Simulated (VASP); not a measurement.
# Ir (P6_3/mmc) in VASP: further runs

The runs below take Ir through relaxation of shape and atoms at fixed volume, single point, with PBEsol.

Program: VASP 6.6.1. These are calculated values, not measurements. Logs are shortened: lines on timing, memory, paths and dates and some standing lists are left out, and cuts for length are marked.

### Step 1. The cell of the first run

It takes space group P6_3/mmc (No. 194, hexagonal). The conventional cell has a = 2.663 Å, b = 2.663 Å, c = 4.320 Å, α = 90.00°, β = 90.00°, γ = 120.00°. Within 3.5 Å of Ir (site symmetry -6m2) lie 12 Ir at 2.65 to 2.66 Å.

### Step 2. Relaxation of shape and atoms at fixed volume, PBEsol (volume scaled by 0.94)

The input, INCAR:

```
SYSTEM = Ir
ALGO = Fast
EDIFF = 1E-6
EDIFFG = -0.01
ENCUT = 600
GGA = PS
IBRION = 2
ISIF = 4
ISMEAR = 0
LASPH = .True.
LCHARG = .False.
LREAL = .False.
LWAVE = .False.
NELM = 100
NSW = 50
PREC = Accurate
SIGMA = 0.1
```

The input, KPOINTS:

```
k-points
0
Gamma
  18 18 10
  0 0 0
```

The input, POSCAR:

```
Ir
1.0
    2.6629899292      0.0000000000      0.0000000000
   -1.3314949646      2.3062169288      0.0000000000
    0.0000000000      0.0000000000      4.3197631670
Ir
2
Direct
    0.6666666667      0.3333333333      0.7500000000
    0.3333333333      0.6666666667      0.2500000000
```

Potentials or basis: VASP PAW PBE potentials, release 64 (Ir).

The run is started by

```
$ cat potpaw_PBE.64/Ir/POTCAR > POTCAR
$ mpirun -np 1 vasp_std > vasp.out
```

OUTCAR:

```text
SYSTEM = Ir
   EDIFF = 1E-6
   EDIFFG = -0.01
   ENCUT = 600
   GGA = PS
   IBRION = 2
   ISIF = 4
   ISMEAR = 0
   LASPH = .True.
   LREAL = .False.
   NELM = 100
   NSW = 50
   PREC = Accurate

 ion  position               nearest neighbor table
   1  0.667  0.333  0.750-   2 2.65   2 2.65   2 2.65   2 2.65   2 2.65   2 2.65
   2  0.333  0.667  0.250-   1 2.65   1 2.65   1 2.65   1 2.65   1 2.65   1 2.65

  LATTYP: Found a hexagonal cell.
 ALAT       =     2.6629899292
 C/A-ratio  =     1.6221477669

  Lattice vectors:

 A1 = (   2.6629899292,   0.0000000000,   0.0000000000)
 A2 = (  -1.3314949646,   2.3062169288,   0.0000000000)
 A3 = (   0.0000000000,   0.0000000000,   4.3197631670)

Analysis of symmetry for initial positions (statically):
=====================================================================
 Subroutine PRICEL returns:
 Original cell was already a primitive cell.

 Routine SETGRP: Setting up the symmetry group for a
 hexagonal supercell.

 Subroutine GETGRP returns: Found 24 space group operations
 (whereof 12 operations were pure point group operations)
 out of a pool of 24 trial point group operations.

The static configuration has the point symmetry D_3d.
 The point group associated with its full space group is D_6h.

Analysis of symmetry for dynamics (positions and initial velocities):
=====================================================================
 Subroutine PRICEL returns:
 Original cell was already a primitive cell.

 Routine SETGRP: Setting up the symmetry group for a
 hexagonal supercell.

 Subroutine GETGRP returns: Found 24 space group operations
 (whereof 12 operations were pure point group operations)
 out of a pool of 24 trial point group operations.

The dynamic configuration has the point symmetry D_3d.
 The point group associated with its full space group is D_6h.

 Subroutine INISYM returns: Found 24 space group operations
 (whereof 12 operations are pure point group operations),
 and found     1 'primitive' translations

----------------------------------------------------------------------------------------

                                     Primitive cell

  volume of cell :      26.5295

  direct lattice vectors                    reciprocal lattice vectors
     2.662989929  0.000000000  0.000000000     0.375517755  0.216805277  0.000000000
    -1.331494965  2.306216929  0.000000000     0.000000000  0.433610554  0.000000000
     0.000000000  0.000000000  4.319763167     0.000000000  0.000000000  0.231494173

  length of vectors
     2.662989929  2.662989929  4.319763167     0.433610554  0.433610554  0.231494173

  position of ions in fractional coordinates (direct lattice)
     0.666666667  0.333333333  0.750000000
     0.333333333  0.666666667  0.250000000

  ion indices of the primitive-cell ions
   primitive index   ion index
                 1           1
                 2           2

----------------------------------------------------------------------------------------

 KPOINTS: k-points

Automatic generation of k-mesh.
 Grid dimensions read from file:
 generate k-points for:   18   18   10

 Generating k-lattice:

  Cartesian coordinates                     Fractional coordinates (reciprocal lattice)
     0.020862098  0.012044738  0.000000000     0.055555556 -0.000000000  0.000000000
     0.000000000  0.024089475  0.000000000     0.000000000  0.055555556  0.000000000
     0.000000000  0.000000000  0.023149417     0.000000000  0.000000000  0.100000000

  Length of vectors
     0.024089475  0.024089475  0.023149417

  Shift w.r.t. Gamma in fractional coordinates (k-lattice)
     0.000000000  0.000000000  0.000000000

 Subroutine IBZKPT returns following result:
 ===========================================

 Found    222 irreducible k-points:

 Following reciprocal coordinates:
            Coordinates               Weight
  0.000000  0.000000  0.000000      1.000000
  0.055556  0.000000  0.000000      6.000000
  0.111111  0.000000  0.000000      6.000000
  0.166667  0.000000  0.000000      6.000000
  0.222222 -0.000000  0.000000      6.000000
  0.277778  0.000000  0.000000      6.000000
[... 16 lines left out ...]
  0.333333  0.111111  0.000000     12.000000
  0.388889  0.111111  0.000000     12.000000
 [... further k-points ...]
   k-points           NKPTS =    222   k-points in BZ     NKDIM =    222   number of bands    NBANDS=     13
   number of dos      NEDOS =    301   number of ions     NIONS =      2
   total plane-waves  NPLWV =  20736
   dimension x,y,z NGX =    24 NGY =   24 NGZ =   36
   dimension x,y,z NGXF=    48 NGYF=   48 NGZF=   72
   ions per type =               2
   NGX,Y,Z   is equivalent  to a cutoff of  14.98, 14.98, 13.85 a.u.
   NGXF,Y,Z  is equivalent  to a cutoff of  29.97, 29.97, 27.71 a.u.
 SYSTEM =  Ir
   PREC   = accura    normal or accurate (medium, high low for compatibility)
   ISTART =      0    job   : 0-new  1-cont  2-samecut
[... 61 lines left out ...]

  FORCE on cell =-STRESS in cart. coord.  units (eV):
  Direction    XX          YY          ZZ          XY          YZ          ZX
  --------------------------------------------------------------------------------------
  -------------------------------------------------------------------------------------
  Total        4.8467274      4.8467274      4.9106305      0.0000000     -0.0000000      0.0000000
  in kB      292.7046051    292.7046051    296.5638596      0.0000000     -0.0000000      0.0000000
  external PRESSURE =     293.9910233 kB  Pullay stress =       0.0000000 kB

 VOLUME and BASIS-vectors are now :
 -----------------------------------------------------------------------------
  energy-cutoff  :      600.00
  volume of cell :       26.53
      direct lattice vectors                 reciprocal lattice vectors
     2.662989929  0.000000000  0.000000000     0.375517755  0.216805277  0.000000000
    -1.331494965  2.306216929  0.000000000     0.000000000  0.433610554  0.000000000
     0.000000000  0.000000000  4.319763167     0.000000000  0.000000000  0.231494173
[... 37 lines left out ...]
 POSITION                                       TOTAL-FORCE (eV/Angst)
 -----------------------------------------------------------------------------------
      1.33081      0.76834      3.24315        -0.000000     -0.000000      0.000000
     -0.00000      1.53669      1.08105         0.000000      0.000000      0.000000
 -----------------------------------------------------------------------------------
    total drift:                               -0.000000      0.000000     -0.000000

  FREE ENERGIE OF THE ION-ELECTRON SYSTEM (eV)
  ---------------------------------------------------
  free  energy   TOTEN  =       -19.3408671929 eV

  energy  without entropy=      -19.3318610398  energy(sigma->0) =      -19.33636412

--------------------------------------- Ionic step        3  -------------------------------------------

 number of electron      18.0000001 magnetization

 Free energy of the ion-electron system (eV)
  ---------------------------------------------------
  ext. energy  EPLUGINS =         0.00000000
  ---------------------------------------------------
  free energy    TOTEN  =       -19.34088645 eV

  energy without entropy =      -19.33189827  energy(sigma->0) =      -19.33639236

 E-fermi :  11.5522     XC(G=0): -14.4813

 val. band max:       11.5480585255   @ k =   0.0556   0.0000   0.4000
 cond. band min:      11.5624092721   @ k =   0.3889   0.0000   0.0000
 fundamental gap:      0.0143507466
 Fermi energy:        11.5522018313

 k-point     1 :       0.0000    0.0000    0.0000
  band No.  band energies     occupation
      1      -0.4997      2.00000
      2       2.5670      2.00000
      3       7.1392      2.00000
      4       7.2558      2.00000
      5       7.2558      2.00000
      6       7.9952      2.00000
      7       7.9952      2.00000
      8       8.9051      2.00000
      9       8.9051      2.00000
     10      10.4735      2.00000
     11      11.8486      0.00003
     12      11.8486      0.00003
     13      19.2068      0.00000

 k-point     2 :       0.0556    0.0000    0.0000
  band No.  band energies     occupation
      1      -0.3691      2.00000
      2       2.6851      2.00000
      3       6.8797      2.00000
      4       7.3684      2.00000
      5       7.4843      2.00000
      6       7.9184      2.00000
      7       8.1011      2.00000
      8       8.7471      2.00000
      9       8.8170      2.00000
     10       9.7825      2.00000
     11      11.9025      0.00000
[... 339 lines left out ...]
 k-point    24 :       0.3889    0.1111    0.0000
  band No.  band energies     occupation
      1       3.5753      2.00000
      2       3.7279      2.00000
      3       3.9924      2.00000
      4       6.8235      2.00000
      5       7.0648      2.00000
      6       7.5615      2.00000
      7       8.2075      2.00000
      8      11.7370      0.00898
      9      12.2707      0.00000
     10      12.4155      0.00000
     11      14.3523      0.00000
     12      17.7007      0.00000
     13      20.1215      0.00000

 [... further k-points ...]
[... 5 lines left out ...]
  --------------------------------------------------------------------------------------
  -------------------------------------------------------------------------------------
  Total        4.8573734      4.8573734      4.8524627     -0.0000000      0.0000000      0.0000000
  in kB      293.3475444    293.3475445    293.0509750     -0.0000000      0.0000000      0.0000000
  external PRESSURE =     293.2486880 kB  Pullay stress =       0.0000000 kB

 VOLUME and BASIS-vectors are now :
 -----------------------------------------------------------------------------
  energy-cutoff  :      600.00
  volume of cell :       26.53
      direct lattice vectors                 reciprocal lattice vectors
     2.662315050 -0.000000000  0.000000000     0.375612946  0.216860236  0.000000000
    -1.331157525  2.305632467 -0.000000000     0.000000000  0.433720471  0.000000000
     0.000000000 -0.000000000  4.321953506     0.000000000  0.000000000  0.231376853

 POSITION                                       TOTAL-FORCE (eV/Angst)
 -----------------------------------------------------------------------------------
      1.33116      0.76854      3.24147        -0.000000      0.000000      0.000000
     -0.00000      1.53709      1.08049         0.000000     -0.000000      0.000000
 -----------------------------------------------------------------------------------
    total drift:                               -0.000000      0.000000     -0.000000

  FREE ENERGIE OF THE ION-ELECTRON SYSTEM (eV)
  ---------------------------------------------------
  free  energy   TOTEN  =       -19.3408864530 eV

  energy  without entropy=      -19.3318982742  energy(sigma->0) =      -19.33639236

 reached required accuracy - stopping structural energy minimisation
```

Wall time 56 s (1 thread of Intel Xeon 6975P-C (Granite Rapids), shared host); peak memory 0.23 GiB.

What came out:

* Free energy: -19.3409 eV
* Energy gained by relaxing: 0.0 meV/atom
* Ionic steps: 3
* Pressure after relaxing: 29.3 GPa
* Band gap on the k mesh: zero (band 9 reaches 12.66 eV, above the bottom of band 10 at 8.92 eV)

Final structure:
```
Ir
1.0
     2.66232    0.00000    0.00000
    -1.33116    2.30563    0.00000
     0.00000    0.00000    4.32195
Ir
2
Cartesian
  1.3312 0.7685 3.2415
  0.0000 1.5371 1.0805
```

Levels at points of the mesh, in eV from the Fermi level:
```csv
k point,band 7,band 8,band 9,band 10,band 11,band 12
"(0.00, 0.00, 0.00)",-3.56,-2.65,-2.65,-1.08,0.30,0.30
"(0.50, 0.00, 0.00)",-3.34,0.82,1.11,1.29,3.22,4.75
"(0.00, 0.00, 0.50)",-4.42,-4.42,-0.52,-0.52,-0.52,-0.52
"(0.50, 0.00, 0.50)",-1.17,-1.17,1.10,1.10,2.13,2.13
```

Caveat: the PAW data sets were made with another functional, which shifts forces and pressure a little; spin-orbit coupling is left out, which moves the levels of the heavy elements.

### Step 3. Relaxation of shape and atoms at fixed volume, PBEsol (volume scaled by 0.97)

The input, INCAR:

```
ALGO = Fast
EDIFF = 1E-7
EDIFFG = -0.01
ENCUT = 600
GGA = PS
IBRION = 2
ISIF = 4
ISMEAR = 0
LASPH = T
LCHARG = F
LREAL = F
LWAVE = F
NELM = 80
NSW = 50
PREC = Accurate
SIGMA = 0.1
```

The input, KPOINTS:

```
k-points
0
Gamma
  18 18 10
```

The input, POSCAR:

```
Ir
1.0
    2.6915884073      0.0000000000      0.0000000000
   -1.3457942036      2.3309839373      0.0000000000
    0.0000000000      0.0000000000      4.3634054283
Ir
2
Direct
    0.6666666667      0.3333333333      0.7500000000
    0.3333333333      0.6666666667      0.2500000000
```

Potentials or basis: VASP PAW PBE potentials, release 64 (Ir).

The run is started by

```
$ cat potpaw_PBE.64/Ir/POTCAR > POTCAR
$ mpirun -np 1 vasp_std > vasp.out
```

It took 65 s on 1 thread of Intel Xeon 6975P-C (Granite Rapids), shared host; peak memory 0.23 GiB.

The run converged. Its results:

```yaml
Free_energy: -19.4539 eV
Energy_gained_by_relaxing: 0.0 meV/atom
Ionic_steps: 3
Pressure_after_relaxing: 13.9 GPa
Band_gap_on_the_k_mesh: zero (band 9 reaches 12.01 eV, above the bottom of band 10 at 8.46 eV)
```

Final structure:
```xyz
2
Lattice="2.6909 0.0000 0.0000 -1.3455 2.3304 0.0000 0.0000 0.0000 4.3656" Properties=species:S:1:pos:R:3 pbc="T T T"
Ir    1.3455    0.7768    3.2742
Ir    0.0000    1.5536    1.0914
```

Levels at points of the mesh, in eV from the Fermi level:
| k point | band 6 | band 7 | band 8 | band 9 | band 10 | band 11 | band 12 | band 13 |
| --- | --- | --- | --- | --- | --- | --- | --- | --- |
| (0.00, 0.00, 0.00) | -3.39 | -3.39 | -2.53 | -2.53 | -0.99 | 0.28 | 0.28 | 7.35 |
| (0.50, 0.00, 0.00) | -3.68 | -3.18 | 0.77 | 1.04 | 1.21 | 3.08 | 4.57 | 8.42 |
| (0.00, 0.00, 0.50) | -4.21 | -4.21 | -4.21 | -0.50 | -0.50 | -0.50 | -0.50 | 13.61 |
| (0.50, 0.00, 0.50) | -2.28 | -1.10 | -1.10 | 1.03 | 1.03 | 2.06 | 2.06 | 7.96 |

Caveat: the PAW data sets were made with another functional, which shifts forces and pressure a little; spin-orbit coupling is left out, which moves the levels of the heavy elements.

### Step 4. Single point, PBEsol (strained)

The input, INCAR:

```
SYSTEM = Ir
ALGO = Normal
EDIFF = 1E-6
ENCUT = 520
GGA = PS
ISIF = 2
ISMEAR = 0
LASPH = .True.
LCHARG = .False.
LREAL = .False.
LWAVE = .False.
NBANDS = 16
NELM = 100
PREC = Accurate
SIGMA = 0.1
```

The input, KPOINTS:

```
k-points
0
Gamma
  18 18 10
  0 0 0
```

The input, POSCAR:

```
Ir
1.0
    2.8390918219      0.0000000000      0.0000000000
   -1.4195459109      2.4587256414      0.0000000000
    0.0000000000      0.0000000000      4.2029417052
Ir
2
Direct
    0.6666666700      0.3333333300      0.7500000000
    0.3333333300      0.6666666700      0.2500000000
```

The run is started by

```
$ cat potpaw_PBE.64/Ir/POTCAR > POTCAR
$ mpirun -np 1 vasp_std > vasp.out
```

Run time: 53 s. Hardware: 1 thread of Intel Xeon Platinum 8488C (Sapphire Rapids), shared host; peak memory 0.22 GiB.

The run converged. Its results:

* Free energy: -19.2897 eV
* Pressure: -9.0 GPa
* Band gap on the k mesh: zero (band 9 reaches 10.46 eV, above the bottom of band 10 at 7.71 eV)

Stress tensor (GPa, compression positive):
```
-17.41   0.00   0.00
  0.00 -17.41   0.00
  0.00   0.00   7.96
```

Levels at points of the mesh, in eV from the Fermi level:
```tsv
k point	band 6	band 7	band 8	band 9	band 10	band 11	band 12	band 13
(0.00, 0.00, 0.00)	-3.06	-2.95	-2.95	-2.93	0.13	0.19	0.19	7.90
(0.50, 0.00, 0.00)	-2.98	-2.34	0.03	0.66	1.27	2.42	3.64	8.45
(0.00, 0.00, 0.50)	-4.18	-3.89	-3.89	-0.41	-0.41	-0.41	-0.41	13.46
(0.50, 0.00, 0.50)	-2.48	-1.06	-1.06	0.43	0.43	1.77	1.77	7.10
```

Caveat: the cell differs from its parent crystal (strained); the PAW data sets were made with another functional, which shifts forces and pressure a little; spin-orbit coupling is left out, which moves the levels of the heavy elements.

### Step 5. Single point, PBEsol (volume scaled by 0.98, then relaxed in part)

The input, INCAR:

```
  PREC = Accurate
  ENCUT = 500
  EDIFF = 1E-6
  ISMEAR = -1
  SIGMA = 0.15
  LREAL = False
  LASPH = True
  NELM = 120
  ALGO = Normal
  ISIF = 2
  LWAVE = False
  LCHARG = False
  GGA = PS
  NBANDS = 16
  GGA_COMPAT = False
```

The input, KPOINTS:

```
regular mesh
0
Gamma
  18 18 10
```

The input, POSCAR:

```
Ir
1.0
    2.7026028819      0.0000000000      0.0000000000
   -1.3513014409      2.3405227521      0.0000000000
    0.0000000000      0.0000000000      4.3818843162
Ir
2
Direct
    0.6666666667      0.3333333333      0.7500000000
    0.3333333333      0.6666666667      0.2500000000
```

The run is started by

```
$ cat potpaw_PBE.64/Ir/POTCAR > POTCAR
$ mpirun -np 1 vasp_std > vasp.out
```

Run time: 39 s. Hardware: 1 thread of Intel Xeon Platinum 8488C (Sapphire Rapids), shared host; peak memory 0.19 GiB.

It converged, with:

```
Free energy            : -19.5532 eV
Pressure               : 9.2 GPa
Band gap on the k mesh : zero (band 9 reaches 11.77 eV, above the bottom of band 10 at 8.29 eV)
```

Levels at points of the mesh, in eV from the Fermi level:
```
           k point  band 5  band 6  band 7  band 8  band 9  band 10  band 11  band 12  band 13  band 14
(0.00, 0.00, 0.00)   -3.99   -3.30   -3.30   -2.46   -2.46    -0.93     0.30     0.30     7.26    14.19
(0.50, 0.00, 0.00)   -3.71   -3.61   -3.10    0.76    1.04     1.20     3.04     4.52     8.35    10.46
(0.00, 0.00, 0.50)   -4.12   -4.12   -4.12   -4.12   -0.47    -0.47    -0.47    -0.47    13.62    13.62
(0.50, 0.00, 0.50)   -2.22   -2.22   -1.05   -1.05    1.02     1.02     2.06     2.06     7.86     7.86
```

Caveat: the PAW data sets were made with another functional, which shifts forces and pressure a little; spin-orbit coupling is left out, which moves the levels of the heavy elements.

### Step 6. Summary

```tsv
task	cell	cutoff (eV)	smearing	gap on the mesh (eV)	pressure (GPa)
relaxation of shape and atoms at fixed volume	relaxed from a = 2.663, b = 2.663, c = 4.320 Å, angles 90.0, 90.0, 120.0°, 2 atoms	600	gaussian 0.1 eV	none	29.3
relaxation of shape and atoms at fixed volume	relaxed from a = 2.692, b = 2.692, c = 4.363 Å, angles 90.0, 90.0, 120.0°, 2 atoms	600	gaussian 0.1 eV	none	13.9
single point	a = 2.839, b = 2.839, c = 4.203 Å, angles 90.0, 90.0, 120.0°, 2 atoms	520	gaussian 0.1 eV	none	-9.0
single point	a = 2.703, b = 2.703, c = 4.382 Å, angles 90.0, 90.0, 120.0°, 2 atoms	500	fermi-dirac 0.15 eV	none	9.2
```

Alike in all rows: level PBEsol; potentials or basis VASP PAW PBE potentials, release 64 (Ir); no spin polarisation; k mesh 18 × 18 × 10.

Caveats: the PAW data sets were made with another functional, which shifts forces and pressure a little; spin-orbit coupling is left out, which moves the levels of the heavy elements.

Absolute energies hang on the potentials; compare differences alone.
